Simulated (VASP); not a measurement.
A run of VASP 6.6.1:

The input INCAR:

```
SYSTEM = Br
PREC = Accurate
ENCUT = 520
EDIFF = 1E-7
ISMEAR = -1
SIGMA = 0.05
LREAL = .False.
LASPH = .True.
NELM = 80
ALGO = Normal
ISIF = 2
LWAVE = .False.
LCHARG = .False.
GGA = CA
NBANDS = 22
```

Contents of KPOINTS:

```
regular mesh
0
Gamma
  14 14 6
  0 0 0
```

The input POSCAR:

```
Br
1.0
    3.3280929616     -1.9517224565      0.0000000000
    3.3280929616      1.9517224565      0.0000000000
    0.0000000000      0.0000000000      8.4732333614
Br
4
Direct
    0.8406697304      0.1593302696      0.1209213125
    0.6593302696      0.3406697304      0.6209213125
    0.1593302696      0.8406697304      0.8790786875
    0.3406697304      0.6593302696      0.3790786875
```

Potentials or basis: VASP PAW LDA potentials, release 64 (Br).

Command:

```sh
$ cat potpaw_LDA.64/Br/POTCAR > POTCAR
$ mpirun -np 1 vasp_std > vasp.out
```

Hardware: 1 thread of Intel Xeon 8259CL (shared host).

**Question.** Estimate the wall time of this run.

**Answer.** It took 7.8 min on 1 thread of Intel Xeon 8259CL, with other jobs on the host, peak memory 0.48 GiB. Counts: scf iterations 13, k points 228.
